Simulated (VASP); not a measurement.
AlN, 2 atoms in the cell. It takes space group Fm-3m (No. 225, cubic). Conventional cell: a = 3.917 Å, b = 3.917 Å, c = 3.917 Å, α = 90.00°, β = 90.00°, γ = 90.00°. Al (site symmetry m-3m) has 6 N at 1.96 Å within 2.6 Å. Within 2.6 Å of N (site symmetry m-3m) lie 6 Al at 1.96 Å.  This cell differs from its parent crystal: strain -3.0%.

```yaml
Program: VASP 6.6.1
Task: single point
Functional: HSE06
Potentials_or_basis: VASP PAW PBE potentials, release 64 (Al, N)
Cutoff: 520 eV
k_mesh: 8 × 8 × 8
Occupations: gaussian, width 0.01 eV
Spin: no spin polarisation
Dipole_correction: no
Grid_for_exact_exchange_PRECFOCK: Normal
Further_INCAR_settings: ALGO = Normal; EDIFF = 1e-06; NBANDS = 11
Screening_parameter: 0.2079 1/Å
```

Potentials or basis: VASP PAW PBE potentials, release 64 (Al, N).

Run with:

```sh
$ cat potpaw_PBE.64/Al/POTCAR potpaw_PBE.64/N/POTCAR > POTCAR
$ cp INCAR.step1 INCAR
$ mpirun -np 1 vasp_std > vasp.out
$ cp INCAR.step2 INCAR
$ mpirun -np 1 vasp_std > vasp.out
```

Hardware: 1 thread of Intel Xeon 6975P-C, with other jobs on the host.

Q: Estimate the wall time of this run.

A: Run time: 17 min on 1 thread of Intel Xeon 6975P-C, on a shared host, peak memory 0.25 GiB. Counts: k points 29.
